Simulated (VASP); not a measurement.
# LuH2 in VASP: further runs

LuH2 is run at these levels: LDA; tasks: single point.

All numbers are computed with VASP 6.6.1; they aren't measurements. Logs are shortened: lines on timing, memory, paths and dates and some standing lists are left out, and cuts for length are marked.

### 1 The cell of the first run

It takes space group I4/mmm (No. 139, tetragonal). The conventional cell has a = 3.523 Å, b = 3.523 Å, c = 5.033 Å, α = 90.00°, β = 90.00°, γ = 90.00°. Within 2.9 Å of Lu (site symmetry 4/mmm) lie 8 H at 2.16 Å. Within 2.9 Å of H (site symmetry -4m2) lie 4 Lu at 2.16 Å and 6 H at 2.49 to 2.52 Å.

### 2 Single point, LDA (equal xx and yy strain of -1 %)

INCAR reads:

```
PREC = Accurate ; ENCUT = 520
EDIFF = 1E-6 ; ISMEAR = -1
SIGMA = 0.02 ; LREAL = F
LASPH = T ; NELM = 100
ALGO = Normal ; ISIF = 2
LWAVE = F ; LCHARG = T
GGA = CA ; LELF = T
LVHAR = T ; NBANDS = 20
```

KPOINTS reads:

```
regular mesh
0
Gamma
  8 8 8
```

POSCAR reads:

```
LuH2
1.0
    0.0000000000      2.4913350000      2.5165000000
    2.4913350000      0.0000000000      2.5165000000
    2.4913350000      2.4913350000      0.0000000000
Lu H
1 2
Direct
    0.0000000000      0.0000000000      0.0000000000
    0.2500000000      0.2500000000      0.2500000000
    0.7500000000      0.7500000000      0.7500000000
```

Potentials or basis: VASP PAW PBE potentials, release 64 (Lu, H).

On the command line:

```sh
$ cat potpaw_PBE.64/Lu/POTCAR potpaw_PBE.64/H/POTCAR > POTCAR
$ mpirun -np 1 vasp_std > vasp.out
```

OUTCAR:

```text
PREC = Accurate
   ENCUT = 520
   EDIFF = 1E-6
   ISMEAR = -1
   LREAL = F
   LASPH = T
   NELM = 100
   ISIF = 2
   GGA = CA

 ion  position               nearest neighbor table
   1  0.000  0.000  0.000-   3 2.16   3 2.16   3 2.16   2 2.16   3 2.16   2 2.16   2 2.16   2 2.16

   2  0.250  0.250  0.250-   1 2.16   1 2.16   1 2.16   1 2.16
   3  0.750  0.750  0.750-   1 2.16   1 2.16   1 2.16   1 2.16

  LATTYP: Found a body centered tetragonal cell.
 ALAT       =     3.5232797454
 C/A-ratio  =     1.4284985479

  Lattice vectors:

 A1 = (  -2.4913350000,   0.0000000000,   2.5165000000)
 A2 = (   2.4913350000,   0.0000000000,   2.5165000000)
 A3 = (   0.0000000000,   2.4913350000,  -2.5165000000)

Analysis of symmetry for initial positions (statically):
=====================================================================
 Subroutine PRICEL returns:
 Original cell was already a primitive cell.

 Routine SETGRP: Setting up the symmetry group for a
 body centered tetragonal supercell.

 Subroutine GETGRP returns: Found 16 space group operations
 (whereof 16 operations were pure point group operations)
 out of a pool of 16 trial point group operations.

The static configuration has the point symmetry D_4h.

Analysis of symmetry for dynamics (positions and initial velocities):
=====================================================================
 Subroutine PRICEL returns:
 Original cell was already a primitive cell.

 Routine SETGRP: Setting up the symmetry group for a
 body centered tetragonal supercell.

 Subroutine GETGRP returns: Found 16 space group operations
 (whereof 16 operations were pure point group operations)
 out of a pool of 16 trial point group operations.

The dynamic configuration has the point symmetry D_4h.

 Subroutine INISYM returns: Found 16 space group operations
 (whereof 16 operations are pure point group operations),
 and found     1 'primitive' translations

----------------------------------------------------------------------------------------

                                     Primitive cell

  volume of cell :      31.2386

  direct lattice vectors                    reciprocal lattice vectors
     0.000000000  2.491335000  2.516500000    -0.200695611  0.200695611  0.198688655
     2.491335000  0.000000000  2.516500000     0.200695611 -0.200695611  0.198688655
     2.491335000  2.491335000  0.000000000     0.200695611  0.200695611 -0.198688655

  length of vectors
     3.541118797  3.541118797  3.523279745     0.346460154  0.346460154  0.346460154

  position of ions in fractional coordinates (direct lattice)
     0.000000000  0.000000000  0.000000000
     0.250000000  0.250000000  0.250000000
     0.750000000  0.750000000  0.750000000

  ion indices of the primitive-cell ions
   primitive index   ion index
                 1           1
                 2           2
                 3           3

----------------------------------------------------------------------------------------

 KPOINTS: regular mesh

Automatic generation of k-mesh.
 Grid dimensions read from file:
 generate k-points for:    8    8    8

 Generating k-lattice:

  Cartesian coordinates                     Fractional coordinates (reciprocal lattice)
    -0.025086951  0.025086951  0.024836082     0.125000000  0.000000000  0.000000000
     0.025086951 -0.025086951  0.024836082     0.000000000  0.125000000  0.000000000
     0.025086951  0.025086951 -0.024836082     0.000000000  0.000000000  0.125000000

  Length of vectors
     0.043307519  0.043307519  0.043307519

  Shift w.r.t. Gamma in fractional coordinates (k-lattice)
     0.000000000  0.000000000  0.000000000

 Subroutine IBZKPT returns following result:
 ===========================================

 Found     59 irreducible k-points:

 Following reciprocal coordinates:
            Coordinates               Weight
  0.000000  0.000000  0.000000      1.000000
  0.125000  0.000000  0.000000      8.000000
  0.250000  0.000000  0.000000      8.000000
  0.375000  0.000000  0.000000      8.000000
  0.500000  0.000000  0.000000      4.000000
  0.125000  0.125000  0.000000      2.000000
[... 16 lines left out ...]
  0.250000  0.000000  0.125000     16.000000
  0.375000  0.000000  0.125000     16.000000
 [... further k-points ...]
   k-points           NKPTS =     59   k-points in BZ     NKDIM =     59   number of bands    NBANDS=     20
   number of dos      NEDOS =    301   number of ions     NIONS =      3
   total plane-waves  NPLWV =  21952
   dimension x,y,z NGX =    28 NGY =   28 NGZ =   28
   dimension x,y,z NGXF=    56 NGYF=   56 NGZF=   56
   ions per type =               1   2
   NGX,Y,Z   is equivalent  to a cutoff of  13.15, 13.15, 13.21 a.u.
   NGXF,Y,Z  is equivalent  to a cutoff of  26.29, 26.29, 26.42 a.u.
 SYSTEM =  unknown system
   PREC   = accura    normal or accurate (medium, high low for compatibility)
   ISTART =      0    job   : 0-new  1-cont  2-samecut
   ICHARG =      2    charge: 1-file 2-atom 10-const
   ISPIN  =      1    spin polarized calculation?
   LNONCOLLINEAR =      F non collinear calculations
   LSORBIT =      F    spin-orbit coupling
   LASPH  =      T    aspherical Exc in radial PAW
   ENCUT  =  520.0 eV  38.22 Ry    6.18 a.u.   6.58  6.58  6.55*2*pi/ulx,y,z
   NELM   =    100;   NELMIN=  2; NELMDL= -5     # of ELM steps
   EDIFF  = 0.1E-05   stopping-criterion for ELM
   LREAL  =      F    real-space projection
   EDIFFG = 0.1E-04   stopping-criterion for IOM
   NSW    =      0    number of steps for IOM
   IBRION =     -1    ionic relax: 0-MD 1-quasi-New 2-CG
   NFREE  =      0    steps in history (QN), initial steepest desc. (CG)
   ISIF   =      2    stress and relaxation
   ISYM   =      2    0-nonsym 1-usesym 2-fastsym
   POTIM  = 0.5000    time-step for ionic-motion
   TEBEG  =    0.0;   TEEND  =   0.0 temperature during run
   PSTRESS=    0.0 pullay stress
   NELECT =      27.0000    total number of electrons
   NUPDOWN=      -1.0000    fix difference up-down
   EMIN   =  10.00;   EMAX   =-10.00  energy-range for DOS
   EFERMI =   0.00;   METHOD = LEGACY
   ISMEAR =    -1;   SIGMA  =   0.02  broadening in eV -4-tet -1-fermi 0-gaus
   EFERMI_NEDOS =   21; number of points for ismear=-14 and -15
   IALGO  =     38    algorithm
   IMIX   =      4    mixing-type and parameters
     AMIX     =   0.40;   BMIX     =  1.00
     AMIX_MAG =   1.60;   BMIX_MAG =  1.00
  volume/ion in A,a.u.               =      10.41        70.27
  Fermi-wavevector in a.u.,A,eV,Ry     =   1.559429  2.946894 33.086916  2.431820
  Thomas-Fermi vector in A             =   2.662789
   LORBIT       =      0    0 simple, 1 ext, 2 COOP (PROOUT), +10 PAW based schemes
   GGA     = CA    functional components
   LHFCALC =     F    Hartree Fock is set to
   AEXX    =    0.0000 exact exchange contribution
   IVDW    =     0    specifies the selected vdW correction
   LEPSILON=     F    determine dielectric tensor
   LRPA    =     F    only Hartree local field effects (RPA)
 non-spin polarized calculation
  energy-cutoff  :      520.00
  volume of cell :       31.24
 maximum number of plane-waves:       877
 NGX is ok and might be reduce to    28
   NGX = 13   NGY = 13   NGZ = 13

 number of electron      26.9999999 magnetization

 Free energy of the ion-electron system (eV)
  ---------------------------------------------------
  ext. energy  EPLUGINS =         0.00000000
  ---------------------------------------------------
  free energy    TOTEN  =       -14.03882175 eV

  energy without entropy =      -14.03601557  energy(sigma->0) =      -14.03741866

 E-fermi :   2.4779     XC(G=0): -11.4853

 val. band max:        2.4763613773   @ k =   0.5000   0.2500   0.1250
 cond. band min:       2.4980614547   @ k =   0.3750   0.0000   0.2500
 fundamental gap:      0.0217000774
 Fermi energy:         2.4778682087

 k-point     1 :       0.0000    0.0000    0.0000
  band No.  band energies     occupation
      1     -53.3571      2.00000
      2     -24.0597      2.00000
      3     -24.0597      2.00000
      4     -24.0551      2.00000
      5      -6.8529      2.00000
      6      -2.8001      2.00000
[... 12 lines left out ...]
     19      12.7879      0.00000
     20      14.8341      0.00000

 k-point     2 :       0.1250    0.0000    0.0000
  band No.  band energies     occupation
      1     -53.3534      2.00000
      2     -24.1329      2.00000
      3     -24.0683      2.00000
      4     -24.0661      2.00000
      5      -6.4840      2.00000
      6      -2.8019      2.00000
[... 12 lines left out ...]
     19      11.4829      0.00000
     20      15.7261      0.00000

 k-point     3 :       0.2500    0.0000    0.0000
  band No.  band energies     occupation
      1     -53.3446      2.00000
      2     -24.3077      2.00000
      3     -24.0891      2.00000
      4     -24.0891      2.00000
      5      -5.5382      2.00000
      6      -2.8019      2.00000
[... 12 lines left out ...]
     19      10.7912      0.00000
     20      13.2995      0.00000

 k-point     4 :       0.3750    0.0000    0.0000
  band No.  band energies     occupation
      1     -53.3357      2.00000
      2     -24.4755      2.00000
      3     -24.1119      2.00000
      4     -24.1097      2.00000
      5      -4.5498      2.00000
      6      -2.7799      2.00000
[... 12 lines left out ...]
     19      10.2411      0.00000
     20      12.6579      0.00000

 k-point     5 :       0.5000    0.0000    0.0000
  band No.  band energies     occupation
      1     -53.3321      2.00000
      2     -24.5431      2.00000
      3     -24.1213      2.00000
      4     -24.1182      2.00000
      5      -4.1816      2.00000
      6      -2.7560      2.00000
[... 12 lines left out ...]
     19       8.9771      0.00000
     20      13.8081      0.00000
[... 353 lines left out ...]
      6      -2.7110      2.00000
[... 12 lines left out ...]
     19       9.2101      0.00000
     20       9.6849      0.00000

 k-point    22 :       0.1250    0.0000    0.1250
  band No.  band energies     occupation
      1     -53.3521      2.00000
      2     -24.1353      2.00000
      3     -24.0848      2.00000
      4     -24.0788      2.00000
      5      -6.3526      2.00000
      6      -2.8037      2.00000
[... 12 lines left out ...]
     19      11.7497      0.00000
     20      15.2159      0.00000

 k-point    23 :       0.2500    0.0000    0.1250
  band No.  band energies     occupation
      1     -53.3450      2.00000
      2     -24.2644      2.00000
      3     -24.1090      2.00000
      4     -24.1019      2.00000
      5      -5.5709      2.00000
      6      -2.8072      2.00000
[... 12 lines left out ...]
     19      11.2218      0.00000
     20      13.9635      0.00000

 k-point    24 :       0.3750    0.0000    0.1250
  band No.  band energies     occupation
      1     -53.3362      2.00000
      2     -24.4229      2.00000
      3     -24.1349      2.00000
      4     -24.1301      2.00000
      5      -4.5203      2.00000
      6      -2.7952      2.00000
[... 12 lines left out ...]
     19      10.6698      0.00000
     20      11.9499      0.00000

 [... further k-points ...]
[... 5 lines left out ...]
  --------------------------------------------------------------------------------------
  -------------------------------------------------------------------------------------
  Total       -0.8884020     -0.8884020     -0.8412924      0.0000000      0.0000000      0.0000000
  in kB      -45.5647425    -45.5647425    -43.1485646      0.0000000      0.0000000      0.0000000
  external PRESSURE =     -44.7593498 kB  Pullay stress =       0.0000000 kB

 VOLUME and BASIS-vectors are now :
 -----------------------------------------------------------------------------
  energy-cutoff  :      520.00
  volume of cell :       31.24
      direct lattice vectors                 reciprocal lattice vectors
     0.000000000  2.491335000  2.516500000    -0.200695611  0.200695611  0.198688655
     2.491335000  0.000000000  2.516500000     0.200695611 -0.200695611  0.198688655
     2.491335000  2.491335000  0.000000000     0.200695611  0.200695611 -0.198688655

 POSITION                                       TOTAL-FORCE (eV/Angst)
 -----------------------------------------------------------------------------------
      0.00000      0.00000      0.00000         0.000000     -0.000000     -0.000000
      1.24567      1.24567      1.25825        -0.000000     -0.000000      0.000000
      3.73700      3.73700      3.77475         0.000000      0.000000     -0.000000
 -----------------------------------------------------------------------------------
    total drift:                               -0.000000     -0.000000      0.000000

  FREE ENERGIE OF THE ION-ELECTRON SYSTEM (eV)
  ---------------------------------------------------
  free  energy   TOTEN  =       -14.0388217451 eV

  energy  without entropy=      -14.0360155663  energy(sigma->0) =      -14.03741866
```

It took 83 s on 1 thread of AMD EPYC 7R13, shared host; peak memory 0.15 GiB.

What came out:

```
Free energy : -14.0388 eV
Pressure    : -4.5 GPa
```

Levels at points of the mesh, in eV from the Fermi level:
| k point | band 11 | band 12 | band 13 | band 14 | band 15 | band 16 | band 17 | band 18 |
| --- | --- | --- | --- | --- | --- | --- | --- | --- |
| (0.00, 0.00, 0.00) | -4.89 | -4.89 | -0.34 | 1.23 | 1.31 | 1.31 | 4.07 | 4.20 |
| (0.50, 0.00, 0.00) | -4.91 | -4.89 | -3.78 | 1.31 | 1.41 | 5.06 | 5.67 | 5.73 |
| (0.50, 0.50, 0.00) | -4.92 | -4.92 | -3.90 | -2.42 | 5.91 | 6.00 | 6.00 | 6.73 |
| (0.50, 0.00, 0.50) | -4.92 | -4.92 | -3.82 | -2.39 | 5.90 | 5.94 | 6.06 | 6.60 |

Caveat: the cell differs from its parent crystal (equal xx and yy strain of -1 %); the PAW data sets were made with another functional, which shifts forces and pressure a little; spin-orbit coupling is left out, which moves the levels of the heavy elements.

### 3 Single point, LDA (volume scaled by 0.96)

INCAR reads:

```
PREC = Accurate
ENCUT = 520
EDIFF = 1E-6
ISMEAR = -1
SIGMA = 0.02
LREAL = F
LASPH = T
NELM = 100
ALGO = Normal
ISIF = 2
LWAVE = F
LCHARG = F
GGA = CA
NBANDS = 20
```

KPOINTS is that of step 2.

POSCAR reads:

```
LuH2
1.0
    0.0000000000      2.4824890740      2.4824890740
    2.4824890740      0.0000000000      2.4824890740
    2.4824890740      2.4824890740      0.0000000000
Lu H
1 2
Direct
    0.0000000000      0.0000000000      0.0000000000
    0.2500000000      0.2500000000      0.2500000000
    0.7500000000      0.7500000000      0.7500000000
```

Potentials or basis: VASP PAW PBE potentials, release 64 (Lu, H).

On the command line:

```sh
$ cat potpaw_PBE.64/Lu/POTCAR potpaw_PBE.64/H/POTCAR > POTCAR
$ mpirun -np 1 vasp_std > vasp.out
```

It took 9 s on 1 thread of Intel Xeon 6975P-C (Granite Rapids), shared host; peak memory 0.16 GiB.

Results (log left out):

* Free energy: -14.0523 eV
* Pressure: -2.6 GPa

Levels at points of the mesh, in eV from the Fermi level:
| k point | band 10 | band 11 | band 12 | band 13 | band 14 | band 15 | band 16 | band 17 |
| --- | --- | --- | --- | --- | --- | --- | --- | --- |
| (0.00, 0.00, 0.00) | -4.83 | -4.83 | -4.83 | -0.28 | 1.31 | 1.31 | 1.31 | 4.23 |
| (0.50, 0.00, 0.00) | -4.84 | -4.84 | -4.82 | -3.73 | 1.38 | 1.38 | 5.13 | 5.83 |
| (0.50, 0.50, 0.00) | -4.87 | -4.85 | -4.85 | -3.79 | -2.44 | 6.05 | 6.14 | 6.14 |

Caveat: the PAW data sets were made with another functional, which shifts forces and pressure a little; spin-orbit coupling is left out, which moves the levels of the heavy elements.

### 4 Single point, LDA (volume scaled by 0.99)

INCAR reads:

```
ALGO = Normal
EDIFF = 1E-7
ENCUT = 520
GGA = CA
ISIF = 2
ISMEAR = -1
LASPH = True
LCHARG = True
LELF = True
LREAL = False
LVHAR = True
LWAVE = False
NBANDS = 20
NELM = 100
PREC = Accurate
SIGMA = 0.02
```

KPOINTS reads:

```
k-points
0
Gamma
  8 8 8
```

POSCAR reads:

```
LuH2
1.0
    0.0000000000      2.5080835492      2.5080835492
    2.5080835492      0.0000000000      2.5080835492
    2.5080835492      2.5080835492      0.0000000000
Lu H
1 2
Direct
    0.0000000000      0.0000000000      0.0000000000
    0.2500000000      0.2500000000      0.2500000000
    0.7500000000      0.7500000000      0.7500000000
```

On the command line:

```sh
$ cat potpaw_PBE.64/Lu/POTCAR potpaw_PBE.64/H/POTCAR > POTCAR
$ mpirun -np 1 vasp_std > vasp.out
```

Wall time 10 s (1 thread of Intel Xeon 6975P-C (Granite Rapids), shared host); peak memory 0.16 GiB.

It converged, with:

* Free energy: -14.0291 eV
* Pressure: -5.4 GPa

Levels at points of the mesh, in eV from the Fermi level:
```tsv
k point	band 9	band 10	band 11	band 12	band 13	band 14	band 15	band 16	band 17	band 18
(0.00, 0.00, 0.00)	-4.99	-4.92	-4.92	-4.92	-0.36	1.27	1.27	1.27	4.10	4.10
(0.50, 0.00, 0.00)	-4.97	-4.94	-4.94	-4.92	-3.80	1.35	1.35	5.02	5.64	5.64
(0.50, 0.50, 0.00)	-4.99	-4.96	-4.95	-4.95	-3.88	-2.38	5.84	5.93	5.93	6.59
```

Caveat: the PAW data sets were made with another functional, which shifts forces and pressure a little; spin-orbit coupling is left out, which moves the levels of the heavy elements.

### 5 Single point, LDA (volume scaled by 1.02)

INCAR reads:

```
ALGO     = Normal         # electronic algorithm
EDIFF    = 1E-7           # SCF threshold, eV
ENCUT    = 520            # plane-wave cutoff, eV
GGA      = CA             # functional
ISIF     = 2              # what is computed and relaxed
ISMEAR   = -1             # smearing method
LASPH    = True           # aspherical terms in the spheres
LCHARG   = False          # write CHGCAR
LREAL    = False          # projectors in reciprocal space
LWAVE    = False          # write WAVECAR
NBANDS   = 20             # bands
NELM     = 80             # most SCF steps
PREC     = Accurate       # precision mode
SIGMA    = 0.02           # smearing width, eV
```

KPOINTS is that of step 4.

POSCAR reads:

```
LuH2
1.0
    0.0000000000      2.5331660486      2.5331660486
    2.5331660486      0.0000000000      2.5331660486
    2.5331660486      2.5331660486      0.0000000000
Lu H
1 2
Direct
    0.0000000000      0.0000000000      0.0000000000
    0.2500000000      0.2500000000      0.2500000000
    0.7500000000      0.7500000000      0.7500000000
```

On the command line:

```sh
$ cat potpaw_PBE.64/Lu/POTCAR potpaw_PBE.64/H/POTCAR > POTCAR
$ mpirun -np 1 vasp_std > vasp.out
```

Run time: 10 s. Hardware: 1 thread of Intel Xeon 6975P-C (Granite Rapids), shared host; peak memory 0.16 GiB.

It converged, with:

| Property | Result |
| --- | --- |
| Free energy | -13.9908 eV |
| Pressure | -7.8 GPa |

Levels at points of the mesh, in eV from the Fermi level:
| k point | band 9 | band 10 | band 11 | band 12 | band 13 | band 14 | band 15 | band 16 | band 17 | band 18 |
| --- | --- | --- | --- | --- | --- | --- | --- | --- | --- | --- |
| (0.00, 0.00, 0.00) | -5.08 | -5.02 | -5.02 | -5.02 | -0.44 | 1.23 | 1.23 | 1.23 | 3.97 | 3.97 |
| (0.50, 0.00, 0.00) | -5.06 | -5.03 | -5.03 | -5.02 | -3.87 | 1.32 | 1.32 | 4.93 | 5.45 | 5.45 |
| (0.50, 0.50, 0.00) | -5.08 | -5.05 | -5.04 | -5.04 | -3.95 | -2.33 | 5.64 | 5.73 | 5.73 | 6.38 |

Caveat: the PAW data sets were made with another functional, which shifts forces and pressure a little; spin-orbit coupling is left out, which moves the levels of the heavy elements.

### 6 The runs side by side

| cell | gap on the mesh (eV) | pressure (GPa) |
| --- | --- | --- |
| a = 3.541, b = 3.541, c = 3.523 Å, angles 60.2, 60.2, 59.7°, 3 atoms | none | -4.5 |
| a = 3.511 Å, angles 60.0°, 3 atoms | none | -2.6 |
| a = 3.547 Å, angles 60.0°, 3 atoms | none | -5.4 |
| a = 3.582 Å, angles 60.0°, 3 atoms | none | -7.8 |

Alike in all rows: task single point; level LDA; potentials or basis VASP PAW PBE potentials, release 64 (Lu, H); no spin polarisation; k mesh 8 × 8 × 8; cutoff (eV) 520; smearing fermi-dirac 0.02 eV.

Caveats: the PAW data sets were made with another functional, which shifts forces and pressure a little; spin-orbit coupling is left out, which moves the levels of the heavy elements.

Total energies depend on the potentials used, so only differences within one code and one set of settings carry meaning.
